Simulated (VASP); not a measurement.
# Ni (Fm-3m) in VASP: further runs

The runs below take Ni through single point, with PBE.

Program: VASP 6.6.1. These are calculated values, not measurements. Logs are shortened: lines on timing, memory, paths and dates and some standing lists are left out, and cuts for length are marked.

**1. The cell of the first run**

It takes space group Fm-3m (No. 225, cubic). Conventional cell: a = 3.615 Å, b = 3.615 Å, c = 3.615 Å, α = 90.00°, β = 90.00°, γ = 90.00°. Within 3.4 Å of Ni (site symmetry m-3m) lie 12 Ni at 2.56 Å.

**2. Single point, PBE**

INCAR

```
SYSTEM = Ni
ALGO = Normal ; EDIFF = 1E-6
ENCUT = 520 ; GGA = PE
ISIF = 2 ; ISMEAR = -1
LASPH = .True. ; LCHARG = .False.
LREAL = .False. ; LWAVE = .False.
NBANDS = 17 ; NELM = 100
PREC = Accurate ; SIGMA = 0.1
```

KPOINTS

```
k-points
0
Gamma
  14 14 7
  0 0 0
```

POSCAR

```
Ni
1.0
    0.0000000000      1.8075000000      1.8075000000
    1.8075000000      0.0000000000      1.8075000000
    3.6150000000      3.6150000000      0.0000000000
Ni
2
Direct
    0.0000000000      0.0000000000      0.0000000000
    0.0000000000      0.0000000000      0.5000000000
```

Potentials or basis: VASP PAW PBE potentials, release 64 (Ni).

Run with:

```
$ cat potpaw_PBE.64/Ni/POTCAR > POTCAR
$ mpirun -np 1 vasp_std > vasp.out
```

OUTCAR:

```text
SYSTEM = Ni
   EDIFF = 1E-6
   ENCUT = 520
   GGA = PE
   ISIF = 2
   ISMEAR = -1
   LASPH = .True.
   LREAL = .False.
   NELM = 100
   PREC = Accurate

 ion  position               nearest neighbor table
   1  0.000  0.000  0.000-   2 2.56   2 2.56   2 2.56   2 2.56   2 2.56   2 2.56
   2  0.000  0.000  0.500-   1 2.56   1 2.56   1 2.56   1 2.56   1 2.56   1 2.56

  LATTYP: Found a trigonal (rhomboedric) cell.
 ALAT       =     4.4274527101
 COS(alpha) =     0.8333333333

  Lattice vectors:

 A1 = (   3.6150000000,   1.8075000000,  -1.8075000000)
 A2 = (   1.8075000000,   1.8075000000,  -3.6150000000)
 A3 = (   1.8075000000,   3.6150000000,  -1.8075000000)

Analysis of symmetry for initial positions (statically):
=====================================================================
 Subroutine PRICEL returns following result:

  LATTYP: Found a face centered cubic cell.
 ALAT       =     3.6150000000

  Lattice vectors:

 A1 = (   0.0000000000,   1.8075000000,   1.8075000000)
 A2 = (   1.8075000000,   0.0000000000,   1.8075000000)
 A3 = (   1.8075000000,   1.8075000000,   0.0000000000)

   2 primitive cells build up your supercell.

 Routine SETGRP: Setting up the symmetry group for a
 trigonal (rhombohedral) supercell.

 Subroutine GETGRP returns: Found 12 space group operations
 (whereof 12 operations were pure point group operations)
 out of a pool of 12 trial point group operations.

The static configuration has the point symmetry D_3d.

Analysis of symmetry for dynamics (positions and initial velocities):
=====================================================================
 Subroutine PRICEL returns following result:

  LATTYP: Found a face centered cubic cell.
 ALAT       =     3.6150000000

  Lattice vectors:

 A1 = (   0.0000000000,   1.8075000000,   1.8075000000)
 A2 = (   1.8075000000,   0.0000000000,   1.8075000000)
 A3 = (   1.8075000000,   1.8075000000,   0.0000000000)

   2 primitive cells build up your supercell.

 Routine SETGRP: Setting up the symmetry group for a
 trigonal (rhombohedral) supercell.

 Subroutine GETGRP returns: Found 12 space group operations
 (whereof 12 operations were pure point group operations)
 out of a pool of 12 trial point group operations.

The dynamic configuration has the point symmetry D_3d.

 Subroutine INISYM returns: Found 12 space group operations
[... 102 lines left out ...]
   NGX,Y,Z   is equivalent  to a cutoff of  13.01, 13.01, 13.01 a.u.
   NGXF,Y,Z  is equivalent  to a cutoff of  26.01, 26.01, 26.01 a.u.
 SYSTEM =  Ni
   PREC   = accura    normal or accurate (medium, high low for compatibility)
   ISTART =      0    job   : 0-new  1-cont  2-samecut
   ICHARG =      2    charge: 1-file 2-atom 10-const
   ISPIN  =      1    spin polarized calculation?
   LNONCOLLINEAR =      F non collinear calculations
   LSORBIT =      F    spin-orbit coupling
   LASPH  =      T    aspherical Exc in radial PAW
   ENCUT  =  520.0 eV  38.22 Ry    6.18 a.u.   4.75  4.75  9.51*2*pi/ulx,y,z
   NELM   =    100;   NELMIN=  2; NELMDL= -5     # of ELM steps
   EDIFF  = 0.1E-05   stopping-criterion for ELM
   LREAL  =      F    real-space projection
   EDIFFG = 0.1E-04   stopping-criterion for IOM
   NSW    =      0    number of steps for IOM
   IBRION =     -1    ionic relax: 0-MD 1-quasi-New 2-CG
   NFREE  =      0    steps in history (QN), initial steepest desc. (CG)
   ISIF   =      2    stress and relaxation
   ISYM   =      2    0-nonsym 1-usesym 2-fastsym
   POTIM  = 0.5000    time-step for ionic-motion
   TEBEG  =    0.0;   TEEND  =   0.0 temperature during run
   PSTRESS=    0.0 pullay stress
   NELECT =      20.0000    total number of electrons
   NUPDOWN=      -1.0000    fix difference up-down
   EMIN   =  10.00;   EMAX   =-10.00  energy-range for DOS
   EFERMI =   0.00;   METHOD = LEGACY
   ISMEAR =    -1;   SIGMA  =   0.10  broadening in eV -4-tet -1-fermi 0-gaus
   EFERMI_NEDOS =   21; number of points for ismear=-14 and -15
   IALGO  =     38    algorithm
   IMIX   =      4    mixing-type and parameters
     AMIX     =   0.40;   BMIX     =  1.00
     AMIX_MAG =   1.60;   BMIX_MAG =  1.00
  volume/ion in A,a.u.               =      11.81        79.70
  Fermi-wavevector in a.u.,A,eV,Ry     =   1.548769  2.926748 32.636078  2.398684
  Thomas-Fermi vector in A             =   2.653671
   LORBIT       =      0    0 simple, 1 ext, 2 COOP (PROOUT), +10 PAW based schemes
   GGA     = PE    functional components
   LHFCALC =     F    Hartree Fock is set to
   AEXX    =    0.0000 exact exchange contribution
   IVDW    =     0    specifies the selected vdW correction
   LEPSILON=     F    determine dielectric tensor
   LRPA    =     F    only Hartree local field effects (RPA)
 non-spin polarized calculation
  energy-cutoff  :      520.00
  volume of cell :       23.62
 maximum number of plane-waves:       663
   NGX =  9   NGY =  9   NGZ = 19

 number of electron      19.9999978 magnetization

 Free energy of the ion-electron system (eV)
  ---------------------------------------------------
  ext. energy  EPLUGINS =         0.00000000
  ---------------------------------------------------
  free energy    TOTEN  =       -10.84456232 eV

  energy without entropy =      -10.65559515  energy(sigma->0) =      -10.75007873

 E-fermi :   8.0852     XC(G=0): -12.7769

 val. band max:        8.0851433810   @ k =  -0.2143   0.3571   0.1429
 cond. band min:       8.0872775648   @ k =   0.4286   0.1429   0.1429
 fundamental gap:      0.0021341838
 Fermi energy:         8.0851714891

 k-point     1 :       0.0000    0.0000    0.0000
  band No.  band energies     occupation
      1      -0.2088      2.00000
      2       4.0918      2.00000
      3       6.3883      2.00000
      4       6.3883      2.00000
      5       6.4273      2.00000
      6       6.4273      2.00000
[... 457 lines left out ...]
      4       5.8143      2.00000
      5       6.0518      2.00000
      6       6.5950      2.00000
[... 9 lines left out ...]
     16      25.1035      0.00000
     17      28.1920      0.00000

 [... further k-points ...]
[... 5 lines left out ...]
  --------------------------------------------------------------------------------------
  -------------------------------------------------------------------------------------
  Total       -1.9888793     -1.9888793     -1.9888793     -0.0000119      0.0000119      0.0000119
  in kB     -134.9037752   -134.9037752   -134.9037752     -0.0008046      0.0008046      0.0008046
  external PRESSURE =    -134.9037752 kB  Pullay stress =       0.0000000 kB

 VOLUME and BASIS-vectors are now :
 -----------------------------------------------------------------------------
  energy-cutoff  :      520.00
  volume of cell :       23.62
      direct lattice vectors                 reciprocal lattice vectors
     0.000000000  1.807500000  1.807500000    -0.276625173  0.276625173  0.276625173
     1.807500000  0.000000000  1.807500000     0.276625173 -0.276625173  0.276625173
     3.615000000  3.615000000  0.000000000     0.138312586  0.138312586 -0.138312586

 POSITION                                       TOTAL-FORCE (eV/Angst)
 -----------------------------------------------------------------------------------
      0.00000      0.00000      0.00000         0.000000      0.000000     -0.000000
      1.80750      1.80750      0.00000         0.000000      0.000000      0.000000
 -----------------------------------------------------------------------------------
    total drift:                               -0.000000     -0.000000      0.000000

  FREE ENERGIE OF THE ION-ELECTRON SYSTEM (eV)
  ---------------------------------------------------
  free  energy   TOTEN  =       -10.8445623196 eV

  energy  without entropy=      -10.6555951469  energy(sigma->0) =      -10.75007873
```

OSZICAR:

```text
N       E                     dE             d eps       ncg     rms          rms(c)
DAV:   1     0.876450119940E+02    0.87645E+02   -0.93281E+03  5160   0.162E+03
DAV:   2    -0.978225211709E+01   -0.97427E+02   -0.91514E+02  4916   0.250E+02
DAV:   3    -0.128691401382E+02   -0.30869E+01   -0.30070E+01  5500   0.594E+01
DAV:   4    -0.129087516964E+02   -0.39612E-01   -0.39587E-01  6211   0.567E+00
DAV:   5    -0.129096630417E+02   -0.91135E-03   -0.91127E-03  5575   0.777E-01    0.129E+01
DAV:   6    -0.117480960230E+02    0.11616E+01   -0.12160E+01  5045   0.732E+01    0.950E+00
DAV:   7    -0.108736948165E+02    0.87440E+00   -0.28496E+00  5121   0.317E+01    0.197E+00
DAV:   8    -0.108486655150E+02    0.25029E-01   -0.15452E-02  7321   0.169E+00    0.650E-01
DAV:   9    -0.108445496797E+02    0.41158E-02   -0.10225E-03  7417   0.495E-01    0.658E-02
DAV:  10    -0.108445598326E+02   -0.10153E-04   -0.59812E-05  5122   0.714E-02    0.484E-02
DAV:  11    -0.108445623596E+02   -0.25270E-05   -0.32626E-06  5798   0.168E-02    0.275E-03
DAV:  12    -0.108445623196E+02    0.40015E-07   -0.23952E-07  2773   0.408E-03
   1 F= -.10844562E+02 E0= -.10750079E+02  d E =-.188967E+00
```

Run time: 24 s. Hardware: 1 thread of Intel Xeon 6975P-C (Granite Rapids), shared host; peak memory 0.17 GiB.

What came out:

```yaml
Free_energy: -10.8446 eV
Pressure: -13.5 GPa
Band_gap_on_the_k_mesh: zero (bands 10 and 11 overlap by 0.70 eV)
```

Caveat: the cell stands under tension; the run has no spin polarisation, though such a crystal can be magnetic. Spin polarisation is off, so any magnetic state and its effect on volume and gap are missing.

(Continued in part 2 of 2.)
